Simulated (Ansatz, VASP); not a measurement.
# LiH in VASP and in Ansatz

```
Li H
1.0
     0.00000    2.00862    2.00862
     2.00862    0.00000    2.00862
     2.00862    2.00862    0.00000
Li H
1 1
Direct
  0.00000 0.00000 0.00000
  0.50000 0.50000 0.50000
```

Alike in both runs: task single point; functional LDA; k mesh 8 × 8 × 8; occupations gaussian, width 0.1 eV; no spin polarisation.

|  | VASP | Ansatz |
| --- | --- | --- |
| version | VASP 6.6.1 | Ansatz 0.2.0 |
| potentials or method | VASP PAW LDA potentials, release 64 (Li_sv, H), cutoff 750 eV | scalar-relativistic, plane waves, PAW |
| valence electrons in the cell | 4 | 4 |

Ansatz gave:

| Quantity | Value |
| --- | --- |
| gap on the k mesh at the Fermi level (eV) | 2.62 |
| least direct gap on the mesh (eV) | 2.62 |
| pressure (GPa) | -2.9 |

**Question.** Estimate VASP's values.

**Answer.** gap on the k mesh at the Fermi level (eV): 2.62; least direct gap on the mesh (eV): 2.62; pressure (GPa): -3.0.

Ansatz warns that its potentials were made for another functional, while VASP's fit it. LDA's correlation is that of Perdew and Zunger in VASP and of Perdew and Wang (1992) in Ansatz.
